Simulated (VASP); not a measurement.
Here is a VASP 6.6.1 calculation.

The input INCAR:

```
SYSTEM = AlCo
PREC     = Accurate       ! precision mode
ENCUT    = 520            ! plane-wave cutoff, eV
EDIFF    = 1E-8           ! SCF threshold, eV
ISMEAR   = -1             ! smearing method
SIGMA    = 0.1            ! smearing width, eV
LREAL    = .False.        ! projectors in reciprocal space
LASPH    = .True.         ! aspherical terms in the spheres
NELM     = 150            ! most SCF steps
ALGO     = Normal         ! electronic algorithm
ISIF     = 2              ! what is computed and relaxed
LWAVE    = .False.        ! write WAVECAR
LCHARG   = .False.        ! write CHGCAR
ISPIN    = 2              ! spin polarisation
MAGMOM   = 2 0            ! initial moments
LORBIT   = 11             ! projections on sites
LMAXMIX  = 4              ! l up to which the mixer works
LDAU     = .True.         ! DFT+U
LDAUTYPE = 2            
LDAUL    = 2 -1           ! shell
LDAUU    = 3 0            ! U, eV
LDAUJ    = 0 0          
LDAUPRINT= 1            
GGA      = PE             ! functional
IBRION   = 6              ! ionic algorithm
NFREE    = 2            
POTIM    = 0.015          ! step
NSW      = 1              ! ionic steps
```

The input KPOINTS:

```
Automatic mesh
0
Gamma
  8 8 8
  0.5 0.5 0.5
```

POSCAR

```
AlCo
1.0
    2.8194032100      0.0000000000      0.0000000000
    0.0000000000      2.8194032100      0.0000000000
    0.0000000000      0.0000000000      2.8194032100
Co Al
1 1
Direct
    0.5000000000      0.5000000000      0.5000000000
    0.0000000000      0.0000000000      0.0000000000
```

Potentials or basis: VASP PAW PBE potentials, release 64 (Co, Al).

Run with:

```sh
$ cat potpaw_PBE.64/Co/POTCAR potpaw_PBE.64/Al/POTCAR > POTCAR
$ mpirun -np 1 vasp_std > vasp.out
```

(1) Estimate the highest phonon frequency at Γ, LO-TO splitting left out.

(2) Predict the site moments.

(3) Predict the net moment.

Results:

(1) 337 cm⁻¹.

(2) Co +0.40; Al -0.02 μB.

(3) 0.29 μB per cell.

Caveat: the cell wasn't relaxed at this level first, which shifts response properties; the U is typed as a test and isn't derived for this compound.
